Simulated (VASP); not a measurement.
# Pt (I4/mmm) in VASP: notebook

The runs below take Pt through single point, with PBE.

Program: VASP 6.6.1. These are calculated values, not measurements. Logs are shortened: lines on timing, memory, paths and dates and some standing lists are left out, and cuts for length are marked.

### Step 1. The cell of the first run

The structure is tetragonal, space group I4/mmm (No. 139). Conventional cell: a = 2.467 Å, b = 2.467 Å, c = 4.933 Å, α = 90.00°, β = 90.00°, γ = 90.00°. Pt (site symmetry 4/mmm) has 12 Pt at 2.47 to 3.02 Å within 3.3 Å.

### Step 2. Single point, PBE

Contents of INCAR:

```
PREC     = Accurate       # precision mode
ENCUT    = 520            # plane-wave cutoff, eV
EDIFF    = 1E-6           # SCF threshold, eV
ISMEAR   = -1             # smearing method
SIGMA    = 0.02           # smearing width, eV
LREAL    = F              # projectors in reciprocal space
LASPH    = T              # aspherical terms in the spheres
NELM     = 80             # most SCF steps
ALGO     = Fast           # electronic algorithm
ISIF     = 2              # what is computed and relaxed
LWAVE    = F              # write WAVECAR
LCHARG   = F              # write CHGCAR
GGA      = PE             # functional
NBANDS   = 11             # bands
```

Contents of KPOINTS:

```
Automatic mesh
0
Gamma
  24 24 24
```

Contents of POSCAR:

```
Pt
1.0
    0.0000000000      1.7443784117      2.4665510741
    1.7443784117      0.0000000000      2.4665510741
    1.7443784117      1.7443784117      0.0000000000
Pt
1
Direct
    0.0000000000      0.0000000000      0.0000000000
```

Potentials or basis: VASP PAW PBE potentials, release 64 (Pt).

Run with:

```sh
$ cat potpaw_PBE.64/Pt/POTCAR > POTCAR
$ mpirun -np 1 vasp_std > vasp.out
```

OUTCAR:

```text
PREC = Accurate
   ENCUT = 520
   EDIFF = 1E-6
   ISMEAR = -1
   LREAL = F
   LASPH = T
   NELM = 80
   ISIF = 2
   GGA = PE

 ion  position               nearest neighbor table
   1  0.000  0.000  0.000-

  LATTYP: Found a body centered tetragonal cell.
 ALAT       =     2.4669236077
 C/A-ratio  =     1.9996979772

  Lattice vectors:

 A1 = (  -1.7443784117,   0.0000000000,   2.4665510741)
 A2 = (   1.7443784117,   0.0000000000,   2.4665510741)
 A3 = (   0.0000000000,   1.7443784117,  -2.4665510741)

Analysis of symmetry for initial positions (statically):
=====================================================================
 Subroutine PRICEL returns:
 Original cell was already a primitive cell.

 Routine SETGRP: Setting up the symmetry group for a
 body centered tetragonal supercell.

 Subroutine GETGRP returns: Found 16 space group operations
 (whereof 16 operations were pure point group operations)
 out of a pool of 16 trial point group operations.

The static configuration has the point symmetry D_4h.

Analysis of symmetry for dynamics (positions and initial velocities):
=====================================================================
 Subroutine PRICEL returns:
 Original cell was already a primitive cell.

 Routine SETGRP: Setting up the symmetry group for a
 body centered tetragonal supercell.

 Subroutine GETGRP returns: Found 16 space group operations
 (whereof 16 operations were pure point group operations)
 out of a pool of 16 trial point group operations.

The dynamic configuration has the point symmetry D_4h.

 Subroutine INISYM returns: Found 16 space group operations
 (whereof 16 operations are pure point group operations),
 and found     1 'primitive' translations

----------------------------------------------------------------------------------------

                                     Primitive cell

  volume of cell :      15.0107

  direct lattice vectors                    reciprocal lattice vectors
     0.000000000  1.744378412  2.466551074    -0.286635054  0.286635054  0.202712202
     1.744378412  0.000000000  2.466551074     0.286635054 -0.286635054  0.202712202
     1.744378412  1.744378412  0.000000000     0.286635054  0.286635054 -0.202712202

  length of vectors
     3.021047872  3.021047872  2.466923608     0.453223505  0.453223505  0.453223505

  position of ions in fractional coordinates (direct lattice)
     0.000000000  0.000000000  0.000000000

  ion indices of the primitive-cell ions
   primitive index   ion index
                 1           1

----------------------------------------------------------------------------------------

 KPOINTS: Automatic mesh

Automatic generation of k-mesh.
 Grid dimensions read from file:
 generate k-points for:   24   24   24

 Generating k-lattice:

  Cartesian coordinates                     Fractional coordinates (reciprocal lattice)
    -0.011943127  0.011943127  0.008446342     0.041666667  0.000000000  0.000000000
     0.011943127 -0.011943127  0.008446342     0.000000000  0.041666667  0.000000000
     0.011943127  0.011943127 -0.008446342    -0.000000000 -0.000000000  0.041666667

  Length of vectors
     0.018884313  0.018884313  0.018884313

  Shift w.r.t. Gamma in fractional coordinates (k-lattice)
     0.000000000  0.000000000  0.000000000

 Subroutine IBZKPT returns following result:
 ===========================================

 Found   1063 irreducible k-points:

 Following reciprocal coordinates:
            Coordinates               Weight
  0.000000  0.000000  0.000000      1.000000
  0.041667  0.000000  0.000000      8.000000
  0.083333 -0.000000  0.000000      8.000000
  0.125000 -0.000000  0.000000      8.000000
  0.166667  0.000000  0.000000      8.000000
  0.208333 -0.000000  0.000000      8.000000
[... 16 lines left out ...]
  0.416667  0.041667  0.000000      8.000000
  0.458333  0.041667  0.000000      8.000000
 [... further k-points ...]
   k-points           NKPTS =   1063   k-points in BZ     NKDIM =   1063   number of bands    NBANDS=     11
   number of dos      NEDOS =    301   number of ions     NIONS =      1
   total plane-waves  NPLWV =  10368
   dimension x,y,z NGX =    24 NGY =   24 NGZ =   18
   dimension x,y,z NGXF=    48 NGYF=   48 NGZF=   36
   ions per type =               1
   NGX,Y,Z   is equivalent  to a cutoff of  13.21, 13.21, 12.13 a.u.
   NGXF,Y,Z  is equivalent  to a cutoff of  26.41, 26.41, 24.26 a.u.
 SYSTEM =  unknown system
   PREC   = accura    normal or accurate (medium, high low for compatibility)
   ISTART =      0    job   : 0-new  1-cont  2-samecut
   ICHARG =      2    charge: 1-file 2-atom 10-const
   ISPIN  =      1    spin polarized calculation?
   LNONCOLLINEAR =      F non collinear calculations
   LSORBIT =      F    spin-orbit coupling
   LASPH  =      T    aspherical Exc in radial PAW
   ENCUT  =  520.0 eV  38.22 Ry    6.18 a.u.   5.62  5.62  4.59*2*pi/ulx,y,z
   NELM   =     80;   NELMIN=  2; NELMDL= -5     # of ELM steps
   EDIFF  = 0.1E-05   stopping-criterion for ELM
   LREAL  =      F    real-space projection
   EDIFFG = 0.1E-04   stopping-criterion for IOM
   NSW    =      0    number of steps for IOM
   IBRION =     -1    ionic relax: 0-MD 1-quasi-New 2-CG
   NFREE  =      0    steps in history (QN), initial steepest desc. (CG)
   ISIF   =      2    stress and relaxation
   ISYM   =      2    0-nonsym 1-usesym 2-fastsym
   POTIM  = 0.5000    time-step for ionic-motion
   TEBEG  =    0.0;   TEEND  =   0.0 temperature during run
   PSTRESS=    0.0 pullay stress
   NELECT =      10.0000    total number of electrons
   NUPDOWN=      -1.0000    fix difference up-down
   EMIN   =  10.00;   EMAX   =-10.00  energy-range for DOS
   EFERMI =   0.00;   METHOD = LEGACY
   ISMEAR =    -1;   SIGMA  =   0.02  broadening in eV -4-tet -1-fermi 0-gaus
   EFERMI_NEDOS =   21; number of points for ismear=-14 and -15
   IALGO  =     68    algorithm
   IMIX   =      4    mixing-type and parameters
     AMIX     =   0.40;   BMIX     =  1.00
     AMIX_MAG =   1.60;   BMIX_MAG =  1.00
  volume/ion in A,a.u.               =      15.01       101.30
  Fermi-wavevector in a.u.,A,eV,Ry     =   1.429797  2.701924 27.814648  2.044319
  Thomas-Fermi vector in A             =   2.549712
   LORBIT       =      0    0 simple, 1 ext, 2 COOP (PROOUT), +10 PAW based schemes
   GGA     = PE    functional components
   LHFCALC =     F    Hartree Fock is set to
   AEXX    =    0.0000 exact exchange contribution
   IVDW    =     0    specifies the selected vdW correction
   LEPSILON=     F    determine dielectric tensor
   LRPA    =     F    only Hartree local field effects (RPA)
 non-spin polarized calculation
 RMM-DIIS sequential band-by-band and
  energy-cutoff  :      520.00
  volume of cell :       15.01
 maximum number of plane-waves:       423
   NGX = 11   NGY = 11   NGZ =  9

 number of electron      10.0000000 magnetization

 Free energy of the ion-electron system (eV)
  ---------------------------------------------------
  ext. energy  EPLUGINS =         0.00000000
  ---------------------------------------------------
  free energy    TOTEN  =        -5.43513052 eV

  energy without entropy =       -5.43342032  energy(sigma->0) =       -5.43427542

 E-fermi :  11.2336     XC(G=0): -13.4546

 val. band max:       11.2328147281   @ k =  -0.4583   0.2083   0.0417
 cond. band min:      11.2350140024   @ k =   0.5000   0.2500   0.0417
 fundamental gap:      0.0021992743
 Fermi energy:        11.2335591881

 k-point     1 :       0.0000    0.0000    0.0000
  band No.  band energies     occupation
      1       1.1123      2.00000
      2       4.7859      2.00000
      3       6.7897      2.00000
      4       9.5963      2.00000
      5       9.5963      2.00000
      6      11.8668      0.00000
      7      25.6335      0.00000
      8      27.8057      0.00000
      9      33.6760      0.00000
     10      33.6760      0.00000
     11      37.1801      0.00000

 k-point     2 :       0.0417    0.0000    0.0000
  band No.  band energies     occupation
      1       1.1882      2.00000
      2       4.8301      2.00000
      3       6.8155      2.00000
      4       9.5200      2.00000
      5       9.6177      2.00000
      6      11.8102      0.00000
      7      25.7302      0.00000
      8      27.9026      0.00000
      9      33.1427      0.00000
     10      33.8151      0.00000
     11      36.8010      0.00000

 k-point     3 :       0.0833   -0.0000    0.0000
  band No.  band energies     occupation
      1       1.4106      2.00000
      2       4.9597      2.00000
      3       6.8922      2.00000
      4       9.3114      2.00000
      5       9.6801      2.00000
      6      11.6480      0.00000
      7      25.9809      0.00000
      8      28.1823      0.00000
      9      32.0088      0.00000
     10      34.2177      0.00000
     11      35.4834      0.00000

 k-point     4 :       0.1250   -0.0000    0.0000
  band No.  band energies     occupation
      1       1.7628      2.00000
      2       5.1661      2.00000
      3       7.0134      2.00000
      4       9.0307      2.00000
      5       9.7781      2.00000
      6      11.4018      0.00045
      7      26.2787      0.00000
      8      28.5460      0.00000
      9      30.7638      0.00000
     10      34.1288      0.00000
     11      34.8372      0.00000
[... 239 lines left out ...]
 k-point    22 :       0.3750    0.0417    0.0000
  band No.  band energies     occupation
      1       3.9757      2.00000
      2       5.8778      2.00000
      3       8.5807      2.00000
      4       9.5652      2.00000
      5      10.3094      2.00000
      6      10.9689      2.00000
      7      21.3749      0.00000
      8      24.2035      0.00000
      9      32.4369      0.00000
     10      33.8412      0.00000
     11      35.2198      0.00000

 k-point    23 :       0.4167    0.0417    0.0000
  band No.  band energies     occupation
      1       4.1014      2.00000
      2       5.7656      2.00000
      3       9.3388      2.00000
      4       9.5660      2.00000
      5      10.7706      2.00000
      6      11.0851      1.99880
      7      20.0937      0.00000
      8      23.5806      0.00000
      9      32.1579      0.00000
     10      34.1586      0.00000
     11      34.9993      0.00000

 k-point    24 :       0.4583    0.0417    0.0000
  band No.  band energies     occupation
      1       4.1568      2.00000
      2       5.6993      2.00000
      3       9.1660      2.00000
      4      10.4712      2.00000
      5      11.1439      1.97761
      6      11.1677      1.92849
      7      19.1166      0.00000
      8      23.0706      0.00000
      9      31.6165      0.00000
     10      34.4132      0.00000
     11      34.8615      0.00000

 [... further k-points ...]

------------------------ aborting loop because EDIFF is reached ----------------------------------------

  FORCE on cell =-STRESS in cart. coord.  units (eV):
  Direction    XX          YY          ZZ          XY          YZ          ZX
  --------------------------------------------------------------------------------------
  -------------------------------------------------------------------------------------
  Total        5.4210321      5.4210321     -1.0409853      0.0000000     -0.0000000      0.0000000
  in kB      578.6168090    578.6168090   -111.1101321      0.0000000     -0.0000000      0.0000000
  external PRESSURE =     348.7078286 kB  Pullay stress =       0.0000000 kB

 VOLUME and BASIS-vectors are now :
 -----------------------------------------------------------------------------
  energy-cutoff  :      520.00
  volume of cell :       15.01
      direct lattice vectors                 reciprocal lattice vectors
     0.000000000  1.744378412  2.466551074    -0.286635054  0.286635054  0.202712202
     1.744378412  0.000000000  2.466551074     0.286635054 -0.286635054  0.202712202
     1.744378412  1.744378412  0.000000000     0.286635054  0.286635054 -0.202712202

 POSITION                                       TOTAL-FORCE (eV/Angst)
 -----------------------------------------------------------------------------------
      0.00000      0.00000      0.00000         0.000000      0.000000      0.000000
 -----------------------------------------------------------------------------------
    total drift:                               -0.000000     -0.000000     -0.000000

  FREE ENERGIE OF THE ION-ELECTRON SYSTEM (eV)
  ---------------------------------------------------
  free  energy   TOTEN  =        -5.4351305223 eV

  energy  without entropy=       -5.4334203151  energy(sigma->0) =       -5.43427542
```

Run time: 75 s. Hardware: 1 thread of Intel Xeon Platinum 8488C (Sapphire Rapids), shared host; peak memory 0.28 GiB.

What came out:

```
Free energy            : -5.4351 eV
Pressure               : 34.9 GPa
Band gap on the k mesh : zero (bands 5 and 6 overlap by 4.96 eV)
```

Caveat: the cell stands under pressure; spin-orbit coupling is left out, which moves the levels of the heavy elements.

### Step 3. Single point, PBE

This run uses another cell than the first one, of the same volume but with other edges.

Contents of INCAR:

```
PREC = Accurate
ENCUT = 520
EDIFF = 1E-7
ISMEAR = -1
SIGMA = 0.02
LREAL = False
LASPH = True
NELM = 100
ALGO = Fast
ISIF = 2
LWAVE = False
LCHARG = False
GGA = PE
NBANDS = 11
```

Contents of KPOINTS:

```
regular mesh
0
Gamma
  24 24 24
```

Contents of POSCAR:

```
Pt
1.0
    0.0000000000      2.0668907952      1.7568571759
    2.0668907952      0.0000000000      1.7568571759
    2.0668907952      2.0668907952      0.0000000000
Pt
1
Direct
    0.0000000000      0.0000000000      0.0000000000
```

Potentials or basis: VASP PAW PBE potentials, release 64 (Pt).

Run with:

```sh
$ cat potpaw_PBE.64/Pt/POTCAR > POTCAR
$ mpirun -np 1 vasp_std > vasp.out
```

Wall time 1.8 min (1 thread of Intel Xeon Platinum 8488C (Sapphire Rapids), shared host); peak memory 0.28 GiB.

The run converged. Its results:

```yaml
Free_energy: -6.0298 eV
Pressure: 12.6 GPa
Band_gap_on_the_k_mesh: zero (bands 5 and 6 overlap by 2.81 eV)
```

Stress tensor (GPa, compression positive):
```
10.32  0.00  0.00
 0.00 10.32  0.00
 0.00  0.00 17.02
```

Levels at points of the mesh, in eV from the Fermi level:
```
           k point  band 3  band 4  band 5  band 6  band 7  band 8
(0.00, 0.00, 0.00)   -4.09   -2.65   -2.43   -0.80   15.22   18.34
(0.50, 0.00, 0.00)   -2.70   -0.38   -0.29    0.68    6.18   13.89
(0.50, 0.50, 0.00)    0.18    0.63    0.63    4.28    9.65    9.65
(0.50, 0.00, 0.50)   -0.21   -0.12    0.93    1.10    7.82   12.11
```

Caveat: the cell stands under pressure; spin-orbit coupling is left out, which moves the levels of the heavy elements.

(Part 1 of 2 ends here.)
